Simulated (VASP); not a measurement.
Here is a VASP 6.6.1 calculation.

The input INCAR:

```
SYSTEM = FeO
  PREC = Accurate
  ENCUT = 520
  EDIFF = 1E-7
  ISMEAR = -1
  SIGMA = 0.05
  LREAL = .FALSE.
  LASPH = .TRUE.
  NELM = 150
  ALGO = Normal
  ISIF = 2
  LWAVE = .FALSE.
  LCHARG = .TRUE.
  ISPIN = 2
  MAGMOM = 3 0
  LORBIT = 11
  LMAXMIX = 4
  GGA = PS
  LELF = .TRUE.
  LVHAR = .TRUE.
  NBANDS = 18
```

The input KPOINTS:

```
regular mesh
0
G
  11 11 11
  0 0 0
```

POSCAR

```
FeO
1.0
    0.0000000000      2.1409337923      2.1409337923
    2.1409337923      0.0000000000      2.1409337923
    2.1409337923      2.1409337923      0.0000000000
Fe O
1 1
Direct
    0.0000000000      0.0000000000      0.0000000000
    0.5000000000      0.5000000000      0.5000000000
```

Potentials or basis: VASP PAW PBE potentials, release 64 (Fe, O).

The run is started by

```sh
$ cat potpaw_PBE.64/Fe/POTCAR potpaw_PBE.64/O/POTCAR > POTCAR
$ mpirun -np 1 vasp_std > vasp.out
```

(1) What does it give for the pressure?

(2) What does it give for the band gap on the k mesh?

(3) Predict the site moments.

(4) Predict the net moment.

## Answers

(1) -4.6 GPa.

(2) zero (filled and empty bands overlap).

(3) Fe +3.61; O +0.31 μB.

(4) 4.00 μB per cell.

Caveat: the PAW data sets were made with another functional, which shifts forces and pressure a little; a cell with one magnetic atom can't hold antiferromagnetic order, which such compounds often take; semilocal functionals often make such compounds metallic where correlation or magnetic order opens a gap, which also shifts bond lengths.
